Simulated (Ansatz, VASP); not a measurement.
**One calculation of Ba2SeS, two programs**

```xyz
4
Lattice="2.2627 1.3064 7.3953 -2.2627 1.3064 7.3953 0.0000 -2.6128 7.3953" Properties=species:S:1:pos:R:3 pbc="T T T"
S     2.2627    1.3064    7.3953
Se    0.0000    0.0000   11.0930
Ba    0.0000    0.0000    5.6057
Ba    0.0000    0.0000   16.5803
```

Alike in both runs: task single point; functional r2SCAN; k mesh 6 × 6 × 6; no spin polarisation.

```csv
,VASP,Ansatz
version,VASP 6.6.1,Ansatz 0.2.0
potentials or method,"VASP PAW PBE potentials, release 64 (S, Se, Ba_sv)","plane waves, PAW"
plane-wave cutoff (eV),520,500
occupations,"gaussian, width 0.01 eV",fixed
valence electrons in the cell,32,42
```

|  | VASP | Ansatz | Ansatz less VASP |
| --- | --- | --- | --- |
| gap on the k mesh at the Fermi level (eV) | 2.24 | 2.34 | +0.095 |
| pressure (GPa) | 3.6 | 2.9 | -0.64 |
| rms of the force components (eV/Å) | 0.009 | 0.010 | +0.0007 |

VASP's potentials were made for PBE, not for r2SCAN. Atom by atom the forces differ by 0.001 eV/Å (rms over components). VASP's potentials hold 32 valence electrons a cell and Ansatz's 42, so a difference there can come from the potentials and not from the codes.

Spin-orbit coupling is off throughout.
